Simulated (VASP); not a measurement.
Crystal: CaO.

```
CELL_PARAMETERS angstrom
0.00000 2.39000 2.39000
2.39000 0.00000 2.39000
2.39000 2.39000 0.00000
ATOMIC_POSITIONS crystal
Ca 0.00000 0.00000 0.00000
O 0.50000 0.50000 0.50000
```

| Property | Result |
| --- | --- |
| Program | VASP 6.6.1 |
| Task | relaxation of cell and atoms |
| Functional | PBE |
| Potentials or basis | VASP PAW PBE potentials, release 64 (Ca_sv, O) |
| Cutoff | 600 eV |
| k mesh | 8 × 8 × 8 |
| Occupations | gaussian, width 0.02 eV |
| Spin | no spin polarisation |

At the start: pressure 4.1 GPa; volume 13.65 Å³/atom.

Problem. Where does the relaxation end?

Solution. Over 3 steps the energy falls by 6.3 meV/atom and the volume is 14.15 Å³/atom (+3.7 %); space group Fm-3m (No. 225, to 0.1 Å) before and after.

Step by step:
| step | energy change (eV) | largest force (eV/Å) | pressure (GPa) | volume (Å³) |
| --- | --- | --- | --- | --- |
| 1 | 0.0000 | 0.0000 | 4.12 | 27.30 |
| 2 | -0.0107 | 0.0000 | -1.44 | 28.71 |
| 3 | -0.0125 | 0.0000 | 0.01 | 28.31 |

Final structure:
```cif
data_structure
_symmetry_space_group_name_H-M 'P 1'
_symmetry_Int_Tables_number 1
_cell_length_a 3.4209
_cell_length_b 3.4209
_cell_length_c 3.4209
_cell_angle_alpha 60.000
_cell_angle_beta 60.000
_cell_angle_gamma 60.000
_cell_volume 28.31
loop_
_atom_site_label
_atom_site_type_symbol
_atom_site_fract_x
_atom_site_fract_y
_atom_site_fract_z
_atom_site_occupancy
Ca1 Ca 0.00000 0.00000 0.00000 1
O1 O 0.50000 0.50000 0.50000 1
```
